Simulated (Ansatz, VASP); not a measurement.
One calculation of LiSc3, two programs

```
Li Sc
1.0
     1.85239   -2.54921    0.00000
     1.85239    2.54921    0.00000
     0.00000    0.00000   10.06558
Li Sc
1 3
Direct
  0.00000 0.00000 0.00000
  0.50000 0.50000 0.74914
  0.00000 0.00000 0.50000
  0.50000 0.50000 0.25086
```

Change from the starting cell: species swapped into the VFe3 type (Cmmm, No. 65).

Alike in both runs: functional PBE; k mesh 7 × 7 × 3; occupations gaussian, width 0.2 eV; no spin polarisation.

Ansatz relaxed the structure, and its values are those at the end. VASP's run is a single point on that final structure, the one shown.

|  | VASP | Ansatz |
| --- | --- | --- |
| version | VASP 6.6.1 | Ansatz 0.2.0 |
| potentials or method | VASP PAW PBE potentials, release 64 (Li_sv, Sc_sv), cutoff 520 eV | scalar-relativistic, plane waves, PAW |
| valence electrons in the cell | 36 | 36 |

VASP gave:

```
gap on the k mesh at the Fermi level (eV) : none
rms of the force components (eV/Å)        : 0.001
```

Question: Which values does Ansatz return?

Answer: gap on the k mesh at the Fermi level (eV): none; rms of the force components (eV/Å): 0.003.

A gap of «none» marks a metal or a gap that the smearing closes.

Noted on VASP's run: the cutoff is under 1.25 times that of the potentials, so the pressure is a little rough.
